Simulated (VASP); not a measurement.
A run of VASP 6.6.1 is set up as follows.

INCAR

```
  PREC = Accurate
  ENCUT = 520
  EDIFF = 1E-6
  ISMEAR = 0
  SIGMA = 0.01
  LREAL = False
  LASPH = True
  NELM = 80
  ALGO = Normal
  ISIF = 2
  LWAVE = False
  LCHARG = False
  GGA = PE
  NBANDS = 16
```

Contents of KPOINTS:

```
regular mesh
0
Gamma
  6 6 2
```

File POSCAR:

```
Si
1.0
    3.8321296558      0.0000000000      0.0000000000
   -1.9160648279      3.3187216325      0.0000000000
    0.0000000000      0.0000000000      6.3412164343
Si
4
Direct
    0.3333333333      0.6666666667      0.0005609359
    0.6666666667      0.3333333333      0.5005609359
    0.3333333333      0.6666666667      0.3744390641
    0.6666666667      0.3333333333      0.8744390641
```

Potentials or basis: VASP PAW PBE potentials, release 64 (Si).

Launch:

```bash
$ cat potpaw_PBE.64/Si/POTCAR > POTCAR
$ mpirun -np 1 vasp_std > vasp.out
```

(1) Estimate the band gap on the k mesh.

(2) What does it give for the largest force?

(3) Estimate the pressure.

Answers

(1) 0.42 eV (least direct gap 1.04 eV).

(2) 0.041 eV/Å.

(3) 1.3 GPa.

Caveat: the k points lie up to 0.50 Å⁻¹ apart.
